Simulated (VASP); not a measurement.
# TiO2 (P1) in VASP: a series of runs

TiO2 is run at these levels: PBE+D3(BJ); tasks: single point.

Everything below comes from runs of VASP 6.6.1. Logs are shortened: lines on timing, memory, paths and dates and some standing lists are left out, and cuts for length are marked.

**1. The cell of the first run**

The typed cell holds 12 atoms: a = 2.972 Å, b = 5.163 Å, c = 11.331 Å, α = 64.58°, β = 76.09°, γ = 73.27°.

**2. Single point, PBE+D3(BJ) (the part above a cut slid along it)**

File INCAR:

```
PREC = Accurate
ENCUT = 600
EDIFF = 1E-6
ISMEAR = 0
SIGMA = 0.05
LREAL = F
LASPH = T
NELM = 120
ALGO = Normal
ISIF = 2
LWAVE = F
LCHARG = F
GGA = PE
IVDW = 12
NBANDS = 60
GGA_COMPAT = F
```

File KPOINTS:

```
regular mesh
0
Gamma
  9 6 3
```

File POSCAR:

```
TiO2
1.0
    1.4862023626     -2.5741780023      0.0000000000
    1.4862023626     -0.8580593341     -4.8692577686
   10.6511169318      3.0032076695     -2.4346288843
Ti O
4 8
Direct
   -0.6333666667     -0.4750250000      0.9500500000
    0.3666333333     -0.1000250000      0.2000500000
   -0.3000333333     -0.2250250000      0.4500500000
    0.0333000000     -0.3500250000      0.7000500000
    0.8338519972      0.1486812566      0.1001534995
    0.1671853305      0.0236812565      0.3501534995
    0.5005186639     -0.1013187434      0.6001534995
   -0.1661480028     -0.2263187435      0.8501534995
    0.5660813362      0.7762687434      0.0499465005
   -0.1005853305      0.6512687434      0.2999465005
    0.2327480028      0.5262687434      0.5499465005
   -0.4339186638      0.4012687434      0.7999465005
```

Potentials or basis: VASP PAW PBE potentials, release 64 (Ti_sv, O).

The run is started by

```bash
> cat potpaw_PBE.64/Ti_sv/POTCAR potpaw_PBE.64/O/POTCAR > POTCAR
> mpirun -np 1 vasp_std > vasp.out
```

OUTCAR:

```text
PREC = Accurate
   ENCUT = 600
   EDIFF = 1E-6
   ISMEAR = 0
   LREAL = F
   LASPH = T
   NELM = 120
   ISIF = 2
   GGA = PE
   IVDW = 12
 IVDW          = 12

 ion  position               nearest neighbor table
   1  0.367  0.525  0.950-   8 1.97   8 1.97  12 1.97   9 2.31   5 2.31
   2  0.367  0.900  0.200-   5 1.97  10 1.97  10 1.97   6 1.97   5 1.97   9 1.97
   3  0.700  0.775  0.450-   6 1.97  11 1.97   6 1.97  11 1.97  10 1.97   7 1.97
   4  0.033  0.650  0.700-   7 1.97  12 1.97  12 1.97   8 1.97   7 1.97  11 1.97
   5  0.834  0.149  0.100-   2 1.97   2 1.97   1 2.31
   6  0.167  0.024  0.350-   3 1.97   3 1.97   2 1.97
   7  0.501  0.899  0.600-   4 1.97   4 1.97   3 1.97
   8  0.834  0.774  0.850-   1 1.97   1 1.97   4 1.97
   9  0.566  0.776  0.050-   2 1.97   1 2.31
  10  0.899  0.651  0.300-   2 1.97   2 1.97   3 1.97
  11  0.233  0.526  0.550-   3 1.97   3 1.97   4 1.97
  12  0.566  0.401  0.800-   4 1.97   4 1.97   1 1.97

  LATTYP: Found a triclinic cell.
 ALAT       =     2.9724047252
 B/A-ratio  =     2.2398399608
 C/A-ratio  =     3.4446091032
 COS(alpha) =     0.0313087224
 COS(beta)  =     0.1209619594
 COS(gamma) =     0.6696907039

  Lattice vectors:

 A1 = (   1.4862023626,  -2.5741780023,   0.0000000000)
 A2 = (   2.9724047252,  -3.4322373364,  -4.8692577686)
 A3 = (   9.1649145692,   3.8612670036,   2.4346288843)

Analysis of symmetry for initial positions (statically):
=====================================================================
 Subroutine PRICEL returns:
 Original cell was already a primitive cell.

 Routine SETGRP: Setting up the symmetry group for a
 triclinic supercell.

 Subroutine GETGRP returns: Found  1 space group operations
 (whereof  1 operations were pure point group operations)
 out of a pool of  2 trial point group operations.

The static configuration has the point symmetry C_1 .

Analysis of symmetry for dynamics (positions and initial velocities):
=====================================================================
 Subroutine PRICEL returns:
 Original cell was already a primitive cell.

 Routine SETGRP: Setting up the symmetry group for a
 triclinic supercell.

 Subroutine GETGRP returns: Found  1 space group operations
 (whereof  1 operations were pure point group operations)
[... 123 lines left out ...]
   LREAL  =      F    real-space projection
[... 7 lines left out ...]
   TEBEG  =    0.0;   TEEND  =   0.0 temperature during run
   PSTRESS=    0.0 pullay stress
   NELECT =      96.0000    total number of electrons
   NUPDOWN=      -1.0000    fix difference up-down
   EMIN   =  10.00;   EMAX   =-10.00  energy-range for DOS
   EFERMI =   0.00;   METHOD = LEGACY
   ISMEAR =     0;   SIGMA  =   0.05  broadening in eV -4-tet -1-fermi 0-gaus
   EFERMI_NEDOS =   21; number of points for ismear=-14 and -15
   IALGO  =     38    algorithm
   IMIX   =      4    mixing-type and parameters
     AMIX     =   0.40;   BMIX     =  1.00
     AMIX_MAG =   1.60;   BMIX_MAG =  1.00
  volume/ion in A,a.u.               =      12.42        83.81
  Fermi-wavevector in a.u.,A,eV,Ry     =   1.413868  2.671823 27.198349  1.999022
  Thomas-Fermi vector in A             =   2.535469
   LORBIT       =      0    0 simple, 1 ext, 2 COOP (PROOUT), +10 PAW based schemes
   GGA     = PE    functional components
   LHFCALC =     F    Hartree Fock is set to
   AEXX    =    0.0000 exact exchange contribution
   IVDW    =    12    specifies the selected vdW correction
   LEPSILON=     F    determine dielectric tensor
   LRPA    =     F    only Hartree local field effects (RPA)
 non-spin polarized calculation
 Gauss-broadening in eV      SIGMA  =   0.05
  energy-cutoff  :      600.00
  volume of cell :      149.03
 maximum number of plane-waves:      5003
   NGX = 11   NGY = 21   NGZ = 45

 number of electron      96.0000020 magnetization

 Free energy of the ion-electron system (eV)
  ---------------------------------------------------
  ext. energy  EPLUGINS =         0.00000000
  ---------------------------------------------------
  free energy    TOTEN  =      -103.06821693 eV

  energy without entropy =     -103.06821693  energy(sigma->0) =     -103.06821693

 E-fermi :   3.7933     XC(G=0): -10.1972

 val. band max:        3.4731327693   @ k =   0.1111   0.0000   0.0000
 cond. band min:       4.2693708510   @ k =  -0.1111   0.5000   0.3333
 fundamental gap:      0.7962380818
 Fermi energy:         3.7933024936

 k-point     1 :       0.0000    0.0000    0.0000
  band No.  band energies     occupation
      1     -54.7504      2.00000
      2     -54.2694      2.00000
      3     -53.9154      2.00000
      4     -53.4556      2.00000
      5     -31.0949      2.00000
      6     -30.8747      2.00000
[... 1501 lines left out ...]
     59       6.6065      0.00000
     60       6.7013      0.00000

 [... further k-points ...]

------------------------ aborting loop because EDIFF is reached ----------------------------------------

 Edisp (eV)   -2.41188

 E8    (eV) :    -0.9427

  FORCE on cell =-STRESS in cart. coord.  units (eV):
  Direction    XX          YY          ZZ          XY          YZ          ZX
  --------------------------------------------------------------------------------------
  -------------------------------------------------------------------------------------
  Total      -4.86795    -1.95275    -6.79041     0.63133     0.22740     0.65983
  in kB     -52.33440   -20.99369   -73.00238     6.78732     2.44477     7.09372
  external pressure =      -48.78 kB  Pullay stress =        0.00 kB

 VOLUME and BASIS-vectors are now :
 -----------------------------------------------------------------------------
  energy-cutoff  :      600.00
  volume of cell :      149.03
      direct lattice vectors                 reciprocal lattice vectors
     1.486202363 -2.574178002  0.000000000     0.112142647 -0.323727937  0.091275604
     1.486202363 -0.858059334 -4.869257769    -0.042053493 -0.024279595 -0.213927197
    10.651116932  3.003207670 -2.434628884     0.084106985  0.048559191  0.017114176

 POSITION                                       TOTAL-FORCE (eV/Angst)
 -----------------------------------------------------------------------------------
     11.44420      1.45896     -4.86926         2.729201      0.831882     -2.309613
      4.01319     -1.11522     -4.86926        -2.152717     -1.229768      1.694577
      6.98560     -1.11522     -4.86926        -0.853624     -0.498453     -0.057937
      8.47180      1.45896     -4.86926        -0.992109     -0.565714     -0.151779
      2.52699     -1.97328     -0.96780        -1.198464     -0.408211     -2.718332
      4.01319      0.60090     -0.96780         0.566177      0.351105     -0.066873
      8.47180     -0.25716     -5.83706         0.530759      0.315341     -0.039357
     11.44420     -0.25716     -5.83706        -0.874878     -0.665947      1.775189
      2.52699     -1.97328     -3.90145         0.603209      0.993289      2.040571
      5.49939     -1.97328     -3.90145         0.301651      0.234381     -0.168594
      6.98560      0.60090     -3.90145         0.336367      0.186261      0.124637
      9.95800      0.60090     -3.90145         1.004429      0.455833     -0.122489
 -----------------------------------------------------------------------------------
    total drift:                               -0.000672      0.001466      0.000190

  FREE ENERGIE OF THE ION-ELECTRON SYSTEM (eV)
  ---------------------------------------------------
  free  energy   TOTEN  =      -105.4800947648 eV

  energy  without entropy=     -105.4800947648  energy(sigma->0) =     -105.48009476
```

stdout:

```text
POSCAR found type information on POSCAR TiO
 POSCAR found :  2 types and      12 ions
 scaLAPACK will be used
 LDA part: xc-table for (Slater+PW92), standard interpolation
 POSCAR, INCAR and KPOINTS ok, starting setup
 FFT: planning ... GRIDC
 FFT: planning ... GRID_SOFT
 FFT: planning ... GRID
 WAVECAR not read
 entering main loop
```

Wall time 12 min (1 thread of Intel Xeon 6975P-C (Granite Rapids), shared host); peak memory 0.73 GiB.

What came out:

```
Free energy                : -105.4801 eV
Pressure                   : -4.9 GPa
Largest force              : 3.671 eV/Å
Band gap on the k mesh     : 0.80 eV (least direct gap 0.92 eV)
Dispersion energy per atom : -0.201 eV
```

Forces in eV/Å, atoms in the order of the input:
```
Ti   2.729  0.832 -2.310
Ti  -2.153 -1.230  1.695
Ti  -0.854 -0.498 -0.058
Ti  -0.992 -0.566 -0.152
O   -1.198 -0.408 -2.718
O    0.566  0.351 -0.067
O    0.531  0.315 -0.039
O   -0.875 -0.666  1.775
O    0.603  0.993  2.041
O    0.302  0.234 -0.169
O    0.336  0.186  0.125
O    1.004  0.456 -0.122
```

Stress tensor (GPa, compression positive):
```
-5.23  0.68  0.71
 0.68 -2.10  0.24
 0.71  0.24 -7.30
```

Caveat: the cell differs from its parent crystal (the part above a cut slid along it); the stress differs along the axes, from -7 to -2 GPa; forces of over 1 eV/Å act on the atoms, so gaps and moduli don't describe the material at rest.

**3. Single point, PBE+D3(BJ) (the part above a cut slid along it)**

File INCAR:

```
SYSTEM = TiO2
  PREC = Accurate
  ENCUT = 600
  EDIFF = 1E-6
  ISMEAR = 0
  SIGMA = 0.05
  LREAL = .False.
  LASPH = .True.
  NELM = 120
  ALGO = Normal
  ISIF = 2
  LWAVE = .False.
  LCHARG = .False.
  GGA = PE
  IVDW = 12
  NBANDS = 60
  GGA_COMPAT = .False.
```

File KPOINTS:

```
Automatic mesh
0
Gamma
  9 6 3
  0 0 0
```

File POSCAR:

```
TiO2
1.0
    1.4862023626     -2.5741780023      0.0000000000
    1.4862023626     -0.8580593341     -4.8692577686
    9.6603153568      4.7193263377     -2.4346288843
Ti O
4 8
Direct
    0.0000000000     -0.4750250000      0.9500500000
    0.5000000000     -0.1000250000      0.2000500000
    0.0000000000     -0.2250250000      0.4500500000
    0.5000000000     -0.3500250000      0.7000500000
    0.9006209969      0.1486812566      0.1001534995
    0.4006209969      0.0236812566      0.3501534995
    0.9006209969     -0.1013187434      0.6001534995
    0.4006209969     -0.2263187434      0.8501534995
    0.5993790032      0.7762687434      0.0499465005
    0.0993790032      0.6512687434      0.2999465005
    0.5993790032      0.5262687434      0.5499465005
    0.0993790032      0.4012687434      0.7999465005
```

Potentials or basis: VASP PAW PBE potentials, release 64 (Ti_sv, O).

The run is started by

```bash
> cat potpaw_PBE.64/Ti_sv/POTCAR potpaw_PBE.64/O/POTCAR > POTCAR
> mpirun -np 1 vasp_std > vasp.out
```

It took 50 min on 1 thread of Oxide Virtual Turin-like, shared host; peak memory 0.69 GiB.

The run converged. Its results:

* Free energy: -106.2109 eV
* Pressure: -3.8 GPa
* Largest force: 4.213 eV/Å
* Band gap on the k mesh: 0.98 eV (least direct gap 1.11 eV)
* Dispersion energy per atom: -0.201 eV

Forces on the atoms (eV/Å):
```
Ti   1.884  2.681 -2.648
Ti  -2.196 -1.274  1.921
Ti  -0.679 -0.392 -0.045
Ti  -0.823 -0.497 -0.026
O   -0.825 -0.886 -2.789
O    0.449  0.226 -0.068
O    0.431  0.233 -0.065
O   -0.418  0.056  1.714
O    1.114 -0.862  2.194
O    0.281  0.055 -0.221
O    0.258  0.172  0.106
O    0.524  0.488 -0.073
```

Stress tensor (GPa, compression positive):
```
-1.09 -4.61  0.61
-4.61 -3.15  1.10
 0.61  1.10 -7.20
```

Levels at points of the mesh, in eV from the valence-band top:
| k point | band 46 | band 47 | band 48 | band 49 | band 50 | band 51 |
| --- | --- | --- | --- | --- | --- | --- |
| (0.00, 0.00, 0.00) | -0.99 | -0.29 | -0.03 | 1.26 | 1.41 | 1.44 |
| (0.00, 0.50, 0.00) | -1.36 | -0.73 | 0.00 | 1.14 | 1.36 | 1.47 |

Caveat: the cell differs from its parent crystal (the part above a cut slid along it); the stress differs along the axes, from -7 to -1 GPa; forces of over 1 eV/Å act on the atoms, so gaps and moduli don't describe the material at rest. A k mesh can miss the band edges.
